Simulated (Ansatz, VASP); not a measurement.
# WF4: VASP beside Ansatz

```
W F
1.0
    15.00000    0.00000    0.00000
     0.00000   15.50000    0.00000
     0.00000    0.00000   16.00000
W F
1 4
Direct
  0.50000 0.50000 0.50000
  0.62048 0.49902 0.47957
  0.50098 0.61671 0.51977
  0.37942 0.50083 0.48009
  0.49912 0.38343 0.52057
```

Alike in both runs: functional PBE; dispersion D3(BJ); k mesh 1 × 1 × 1; occupations gaussian, width 0.005 eV; collinear spin.

Ansatz relaxed the structure, and its values are those at the end. VASP's run is a single point on that final structure, the one shown.

|  | VASP | Ansatz |
| --- | --- | --- |
| version | VASP 6.6.1 | Ansatz 0.2.0 |
| potentials or method | VASP PAW PBE potentials, release 64 (W_sv, F), cutoff 520 eV | scalar-relativistic, plane waves, PAW |
| valence electrons in the cell | 42 | 42 |

|  | VASP | Ansatz | Ansatz less VASP |
| --- | --- | --- | --- |
| gap on the k mesh at the Fermi level (eV) | 1.41 | 1.40 | -0.007 |
| rms of the force components (eV/Å) | 0.226 | 0.003 | -0.2232 |
| net moment per atom (μB) | 0.00 | 0.00 | 0.000 |

One of these differences is far larger than is usual between the two programs; its cause wasn't traced. Ansatz's warnings: seeded moment not kept.

Neither program's run includes spin-orbit coupling.
